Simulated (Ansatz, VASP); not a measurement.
# One calculation of AlN, two programs

```
Al N
1.0
    -0.01526    2.02380    2.02380
     2.02380   -0.01526    2.02380
     2.02380    2.02380   -0.01526
Al N
1 1
Direct
  0.00000 0.00000 0.00000
  0.50000 0.50000 0.50000
```

Change from the starting cell: epitaxial_111 strain +1.0%.

Alike in both runs: task single point; functional PBE; k mesh 10 × 10 × 10; occupations fermi-dirac, width 0.02 eV; no spin polarisation.

|  | VASP | Ansatz |
| --- | --- | --- |
| version | VASP 6.6.1 | Ansatz 0.2.0 |
| potentials or method | VASP PAW PBE potentials, release 64 (Al, N) | plane waves, PAW |
| plane-wave cutoff (eV) | 520 | 420 |
| valence electrons in the cell | 8 | 8 |

```csv
,VASP,Ansatz,Ansatz less VASP
gap on the k mesh at the Fermi level (eV),4.35,4.37,+0.022
pressure (GPa),1.2,1.5,+0.28
"traceless stress, the component that is largest in VASP (GPa)",2.29,2.29,+0.001
```
